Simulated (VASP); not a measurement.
# As (R-3m) in VASP: electric field gradients with LDA

Aim: the electric field gradients of As with LDA.

All numbers are computed with VASP 6.6.1; they aren't measurements. Logs are shortened: lines on timing, memory, paths and dates and some standing lists are left out, and cuts for length are marked.

**1. The cell of the first run**

The structure is trigonal, space group R-3m (No. 166). Conventional cell: a = 3.762 Å, b = 3.762 Å, c = 10.542 Å, α = 90.00°, β = 90.00°, γ = 120.00°. As (site symmetry 3m) has 6 As at 2.51 to 3.14 Å within 3.3 Å.

**2. Electric field gradients, LDA**

INCAR reads:

```
PREC = Accurate
ENCUT = 520
EDIFF = 1E-8
ISMEAR = -1
SIGMA = 0.05
LREAL = Auto
LASPH = True
NELM = 80
ALGO = Normal
ISIF = 2
LWAVE = False
LCHARG = False
LEFG = True
NBANDS = 54
```

KPOINTS reads:

```
regular mesh
0
Gamma
  6 6 6
```

POSCAR reads:

```
As
1.0
    3.7615937974      2.1717571914      7.0281239890
   -3.7615937974      2.1717571914      7.0281239890
    0.0000000000     -4.3435143830      7.0281239890
As
16
Direct
    0.3870000000      0.3870000000      0.3870000000
    0.3870000000      0.3870000000      0.8870000000
    0.3870000000      0.8870000000      0.3870000000
    0.3870000000      0.8870000000      0.8870000000
    0.8870000000      0.3870000000      0.3870000000
    0.8870000000      0.3870000000      0.8870000000
    0.8870000000      0.8870000000      0.3870000000
    0.8870000000      0.8870000000      0.8870000000
    0.1130000000      0.1130000000      0.1130000000
    0.1130000000      0.1130000000      0.6130000000
    0.1130000000      0.6130000000      0.1130000000
    0.1130000000      0.6130000000      0.6130000000
    0.6130000000      0.1130000000      0.1130000000
    0.6130000000      0.1130000000      0.6130000000
    0.6130000000      0.6130000000      0.1130000000
    0.6130000000      0.6130000000      0.6130000000
```

Potentials or basis: VASP PAW LDA potentials, release 64 (As).

Command:

```
cat potpaw_LDA.64/As/POTCAR > POTCAR
mpirun -np 1 vasp_std > vasp.out
```

OUTCAR:

```text
PREC = Accurate
   ENCUT = 520
   EDIFF = 1E-8
   ISMEAR = -1
   LREAL = Auto
   LASPH = True
   NELM = 80
   ISIF = 2

 ion  position               nearest neighbor table
   1  0.387  0.387  0.387-  15 2.51  14 2.51  12 2.51
   2  0.387  0.387  0.887-  16 2.51  13 2.51  11 2.51
   3  0.387  0.887  0.387-  13 2.51  10 2.51  16 2.51
   4  0.387  0.887  0.887-  14 2.51   9 2.51  15 2.51
   5  0.887  0.387  0.387-  11 2.51  10 2.51  16 2.51
   6  0.887  0.387  0.887-  12 2.51   9 2.51  15 2.51
[... 8 lines left out ...]
  15  0.613  0.613  0.113-   1 2.51   4 2.51   6 2.51
  16  0.613  0.613  0.613-   2 2.51   3 2.51   5 2.51
[... 7 lines left out ...]
 A1 = (   3.7615937974,   2.1717571914,   7.0281239890)
 A2 = (  -3.7615937974,   2.1717571914,   7.0281239890)
 A3 = (   0.0000000000,  -4.3435143830,   7.0281239890)

Analysis of symmetry for initial positions (statically):
=====================================================================
 Subroutine PRICEL returns following result:

  LATTYP: Found a trigonal (rhomboedric) cell.
 ALAT       =     4.1310000000
 COS(alpha) =     0.5854247172

  Lattice vectors:

 A1 = (   1.8807968987,   1.0858785957,   3.5140619945)
 A2 = (  -1.8807968987,   1.0858785957,   3.5140619945)
 A3 = (   0.0000000000,  -2.1717571915,   3.5140619945)

   8 primitive cells build up your supercell.

 Routine SETGRP: Setting up the symmetry group for a
 trigonal (rhombohedral) supercell.

 Subroutine GETGRP returns: Found 12 space group operations
 (whereof 12 operations were pure point group operations)
 out of a pool of 12 trial point group operations.

The static configuration has the point symmetry D_3d.

Analysis of symmetry for dynamics (positions and initial velocities):
=====================================================================
 Subroutine PRICEL returns following result:

  LATTYP: Found a trigonal (rhomboedric) cell.
 ALAT       =     4.1310000000
 COS(alpha) =     0.5854247172

  Lattice vectors:

 A1 = (   1.8807968987,   1.0858785957,   3.5140619945)
 A2 = (  -1.8807968987,   1.0858785957,   3.5140619945)
 A3 = (   0.0000000000,  -2.1717571915,   3.5140619945)

   8 primitive cells build up your supercell.

 Routine SETGRP: Setting up the symmetry group for a
 trigonal (rhombohedral) supercell.

 Subroutine GETGRP returns: Found 12 space group operations
 (whereof 12 operations were pure point group operations)
 out of a pool of 12 trial point group operations.

The dynamic configuration has the point symmetry D_3d.

 Subroutine INISYM returns: Found 12 space group operations
 (whereof 12 operations are pure point group operations),
 and found     8 'primitive' translations

----------------------------------------------------------------------------------------

                                     Primitive cell

  volume of cell :      43.0610

  direct lattice vectors                    reciprocal lattice vectors
     1.880796899  1.085878596  3.514061995     0.265844760  0.153485544  0.094856987
    -1.880796899  1.085878596  3.514061995    -0.265844760  0.153485544  0.094856987
     0.000000000 -2.171757191  3.514061995     0.000000000 -0.306971087  0.094856987

  length of vectors
     4.131000000  4.131000000  4.131000000     0.321292852  0.321292852  0.321292852

  position of ions in fractional coordinates (direct lattice)
     0.774000000  0.774000000  0.774000000
     0.226000000  0.226000000  0.226000000

  ion indices of the primitive-cell ions
   primitive index   ion index
                 1           1
                 2          16

----------------------------------------------------------------------------------------

[... 70 lines left out ...]
   LREAL  =      T    real-space projection
   EDIFFG = 0.1E-06   stopping-criterion for IOM
   NSW    =      0    number of steps for IOM
   IBRION =     -1    ionic relax: 0-MD 1-quasi-New 2-CG
   NFREE  =      0    steps in history (QN), initial steepest desc. (CG)
   ISIF   =      2    stress and relaxation
   ISYM   =      2    0-nonsym 1-usesym 2-fastsym
   POTIM  = 0.5000    time-step for ionic-motion
   TEBEG  =    0.0;   TEEND  =   0.0 temperature during run
   PSTRESS=    0.0 pullay stress
   NELECT =      80.0000    total number of electrons
   NUPDOWN=      -1.0000    fix difference up-down
   EMIN   =  10.00;   EMAX   =-10.00  energy-range for DOS
   EFERMI =   0.00;   METHOD = LEGACY
   ISMEAR =    -1;   SIGMA  =   0.05  broadening in eV -4-tet -1-fermi 0-gaus
   EFERMI_NEDOS =   21; number of points for ismear=-14 and -15
   IALGO  =     38    algorithm
   IMIX   =      4    mixing-type and parameters
     AMIX     =   0.40;   BMIX     =  1.00
     AMIX_MAG =   1.60;   BMIX_MAG =  1.00
  volume/ion in A,a.u.               =      21.53       145.29
  Fermi-wavevector in a.u.,A,eV,Ry     =   1.006268  1.901570 13.776916  1.012575
  Thomas-Fermi vector in A             =   2.138999
   LORBIT       =      0    0 simple, 1 ext, 2 COOP (PROOUT), +10 PAW based schemes
   GGA     = CA    functional components
   LHFCALC =     F    Hartree Fock is set to
   AEXX    =    0.0000 exact exchange contribution
   IVDW    =     0    specifies the selected vdW correction
   LEPSILON=     F    determine dielectric tensor
   LRPA    =     F    only Hartree local field effects (RPA)
 non-spin polarized calculation
  energy-cutoff  :      520.00
  volume of cell :      344.49
 maximum number of plane-waves:      9290
 NGX is ok and might be reduce to    64
   NGX = 31   NGY = 31   NGZ = 31

 number of electron      79.9999997 magnetization

 Free energy of the ion-electron system (eV)
  ---------------------------------------------------
  ext. energy  EPLUGINS =         0.00000000
  ---------------------------------------------------
  free energy    TOTEN  =       -86.06182245 eV

  energy without entropy =      -86.04785784  energy(sigma->0) =      -86.05484014

 E-fermi :   5.4346     XC(G=0): -10.1554

 val. band max:        5.4319425924   @ k =   0.5000   0.5000   0.1667
 cond. band min:       5.4693998697   @ k =   0.1667  -0.0000  -0.0000
 fundamental gap:      0.0374572773
 Fermi energy:         5.4346189473

 k-point     1 :       0.0000    0.0000    0.0000
  band No.  band energies     occupation
      1      -9.6341      2.00000
      2      -8.3757      2.00000
      3      -6.9208      2.00000
      4      -6.9208      2.00000
      5      -6.9208      2.00000
      6      -6.8779      2.00000
[... 1309 lines left out ...]
     51       7.7981      0.00000
     52       7.8425      0.00000

 [... further k-points ...]

 [bands above 52 left out]

------------------------ aborting loop because EDIFF is reached ----------------------------------------

  FORCE on cell =-STRESS in cart. coord.  units (eV):
  Direction    XX          YY          ZZ          XY          YZ          ZX
  --------------------------------------------------------------------------------------
  -------------------------------------------------------------------------------------
  Total       -1.3327089     -1.3327089     -3.0334704      0.0000000      0.0000000      0.0000000
  in kB       -6.1982924     -6.1982924    -14.1083594      0.0000000      0.0000000      0.0000000
  external PRESSURE =      -8.8349814 kB  Pullay stress =       0.0000000 kB

 VOLUME and BASIS-vectors are now :
 -----------------------------------------------------------------------------
  energy-cutoff  :      520.00
  volume of cell :      344.49
      direct lattice vectors                 reciprocal lattice vectors
     3.761593797  2.171757191  7.028123989     0.132922380  0.076742772  0.047428494
    -3.761593797  2.171757191  7.028123989    -0.132922380  0.076742772  0.047428494
     0.000000000 -4.343514383  7.028123989     0.000000000 -0.153485544  0.047428494

 POSITION                                       TOTAL-FORCE (eV/Angst)
 -----------------------------------------------------------------------------------
      0.00000     -0.00000      8.15965         0.000000      0.000000     -0.331170
      0.00000     -2.17176     11.67371         0.000000      0.000000     -0.331170
     -1.88080      1.08588     11.67371         0.000000      0.000000     -0.331170
     -1.88080     -1.08588     15.18778         0.000000      0.000000     -0.331170
      1.88080      1.08588     11.67371         0.000000      0.000000     -0.331170
      1.88080     -1.08588     15.18778         0.000000      0.000000     -0.331170
[... 8 lines left out ...]
      0.00000      2.17176      9.41066         0.000000     -0.000000      0.331170
      0.00000     -0.00000     12.92472         0.000000     -0.000000      0.331170
 -----------------------------------------------------------------------------------
    total drift:                                0.000000     -0.000000      0.000000

  FREE ENERGIE OF THE ION-ELECTRON SYSTEM (eV)
  ---------------------------------------------------
  free  energy   TOTEN  =       -86.0618224467 eV

  energy  without entropy=      -86.0478578352  energy(sigma->0) =      -86.05484014

 Electric field gradients (V/A^2)
---------------------------------------------------------------------
 ion       V_xx      V_yy      V_zz      V_xy      V_xz      V_yz
---------------------------------------------------------------------
   1      25.578    25.578   -51.155     0.000    -0.000     0.000
   2      25.578    25.578   -51.155     0.000    -0.000     0.000
   3      25.578    25.578   -51.155     0.000     0.000     0.000
   4      25.578    25.578   -51.155     0.000    -0.000     0.000
   5      25.578    25.578   -51.155     0.000    -0.000     0.000
   6      25.578    25.578   -51.155    -0.000    -0.000     0.000
[... 8 lines left out ...]
  15      25.578    25.578   -51.155    -0.000     0.000     0.000
  16      25.578    25.578   -51.155     0.000     0.000     0.000
---------------------------------------------------------------------

 Electric field gradients after diagonalization (V/A^2)
 (convention: |V_zz| > |V_xx| > |V_yy|)
----------------------------------------------------------------------
 ion       V_xx      V_yy      V_zz     asymmetry (V_yy - V_xx)/ V_zz
----------------------------------------------------------------------
   1      25.578    25.578   -51.155       0.000
   2      25.578    25.578   -51.155       0.000
   3      25.578    25.578   -51.155       0.000
   4      25.578    25.578   -51.155       0.000
   5      25.578    25.578   -51.155       0.000
   6      25.578    25.578   -51.155       0.000
[... 8 lines left out ...]
  15      25.578    25.578   -51.155       0.000
  16      25.578    25.578   -51.155       0.000
----------------------------------------------------------------------

           NMR quadrupolar parameters

 Cq : quadrupolar parameter    Cq=e*Q*V_zz/h
 eta: asymmetry parameters     (V_yy - V_xx)/ V_zz
 Q  : nuclear electric quadrupole moment in mb (millibarn)
----------------------------------------------------------------------
 ion       Cq(MHz)       eta       Q (mb)
----------------------------------------------------------------------
   1      -0.124       0.000       1.000
   2      -0.124       0.000       1.000
   3      -0.124       0.000       1.000
   4      -0.124       0.000       1.000
   5      -0.124       0.000       1.000
   6      -0.124       0.000       1.000
[... 8 lines left out ...]
  15      -0.124       0.000       1.000
  16      -0.124       0.000       1.000
----------------------------------------------------------------------
```

Run time: 38 min. Hardware: 1 thread of Intel Xeon 8259CL, shared host; peak memory 0.57 GiB.

What came out:

```
Free energy                             : -86.0618 eV
Pressure                                : -0.9 GPa
Largest force                           : 0.331 eV/Å
Band gap on the k mesh                  : zero (bands 40 and 41 overlap by 0.36 eV)
Largest electric field gradient by atom : As -51.2 V/Å²
```

Forces on the atoms (eV/Å):
```
As   0.000  0.000 -0.331
As   0.000  0.000 -0.331
As   0.000  0.000 -0.331
As   0.000  0.000 -0.331
As   0.000  0.000 -0.331
As   0.000  0.000 -0.331
As   0.000  0.000 -0.331
As   0.000  0.000 -0.331
As   0.000  0.000  0.331
As   0.000  0.000  0.331
As   0.000  0.000  0.331
As   0.000  0.000  0.331
As   0.000  0.000  0.331
As   0.000  0.000  0.331
As   0.000  0.000  0.331
As   0.000  0.000  0.331
```

Electric field gradients, principal values (V/Å²):
| atom | least | middle | greatest (by size) |
| --- | --- | --- | --- |
| 1 As | 25.578 | 25.578 | -51.155 |
| 2 As | 25.578 | 25.578 | -51.155 |
| 3 As | 25.578 | 25.578 | -51.155 |
| 4 As | 25.578 | 25.578 | -51.155 |
| 5 As | 25.578 | 25.578 | -51.155 |
| 6 As | 25.578 | 25.578 | -51.155 |
| 7 As | 25.578 | 25.578 | -51.155 |
| 8 As | 25.578 | 25.578 | -51.155 |
| 9 As | 25.578 | 25.578 | -51.155 |
| 10 As | 25.578 | 25.578 | -51.155 |
| 11 As | 25.578 | 25.578 | -51.155 |
| 12 As | 25.578 | 25.578 | -51.155 |
| 13 As | 25.578 | 25.578 | -51.155 |
| 14 As | 25.578 | 25.578 | -51.155 |
| 15 As | 25.578 | 25.578 | -51.155 |
| 16 As | 25.578 | 25.578 | -51.155 |

Caveat: without QUAD_EFG the Cq values of the log hold for a quadrupole moment of 1 mb, not for the nuclei.

The gap in the log of VASP goes by the Fermi energy; the results here count the filled bands.